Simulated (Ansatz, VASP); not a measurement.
## Two plane-wave programs on ZnO

```
Zn O
1.0
     3.23535    0.00000    0.00000
    -1.61767    2.80190    0.00000
     0.00000    0.00000    5.21119
Zn O
2 2
Direct
  0.33333 0.66667 0.00170
  0.66667 0.33333 0.50170
  0.33333 0.66667 0.38130
  0.66667 0.33333 0.88130
```

Alike in both runs: functional r2SCAN; k mesh 9 × 9 × 6; occupations gaussian, width 0.02 eV; no spin polarisation.

Ansatz relaxed the structure, and its values are those at the end. VASP's run is a single point on that final structure, the one shown.

|  | VASP | Ansatz |
| --- | --- | --- |
| version | VASP 6.6.1 | Ansatz 0.2.0 |
| potentials or method | VASP PAW PBE potentials, release 64 (Zn, O), cutoff 520 eV | scalar-relativistic, plane waves, PAW |
| valence electrons in the cell | 36 | 36 |

|  | VASP | Ansatz | Ansatz less VASP |
| --- | --- | --- | --- |
| gap on the k mesh at the Fermi level (eV) | 1.23 | 1.24 | +0.003 |
| least direct gap on the mesh (eV) | 1.23 | 1.24 | +0.003 |
| pressure (GPa) | 1.0 | 0.0 | -0.96 |
| rms of the force components (eV/Å) | 0.007 | 0.001 | -0.0062 |

VASP's potentials were made for PBE, not for r2SCAN.
